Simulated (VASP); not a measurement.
Runs of VASP 6.6.1 on NbVS3. The structure is that of space group Pm-3m (No. 221), or close to it. The cells are those of the table. The cell was generated, and may not be a known phase.

```tsv
task	cell	k mesh	cutoff (eV)	gap on the mesh (eV)	pressure (GPa)	moment (μB)
single point	a = 4.544 Å, 5 atoms	8 × 8 × 8	520	none	0.0	3.75
single point	a = 4.538 Å, 5 atoms	4 × 4 × 4	520	none	-3.0	(b)
relaxation of cell and atoms	relaxed from a = 4.152 Å, 5 atoms	4 × 4 × 4	600	-	-0.2	3.62
single point	a = 4.152 Å, 5 atoms	4 × 4 × 4	520	none	(a)	0.01
```

Alike in all rows: level PBE; potentials or basis VASP PAW PBE potentials, release 64 (Nb_sv, V_sv, S); spin collinear, ferromagnetic start; smearing gaussian 0.1 eV.

Problem. Estimate the missing entries.

Solution. (a) 37.7; (b) 1.12.

Caveats: some runs use coarse meshes; the cell stands under tension (at least some runs); the highest band is partly filled, so the run has too few bands (at least some runs); the moments typed at the start vanished in this run (at least some runs).

A k mesh can miss the band edges, and the runs leave out spin-orbit coupling on Nb.

A gap of «none» marks levels without a gap at the run's occupations.
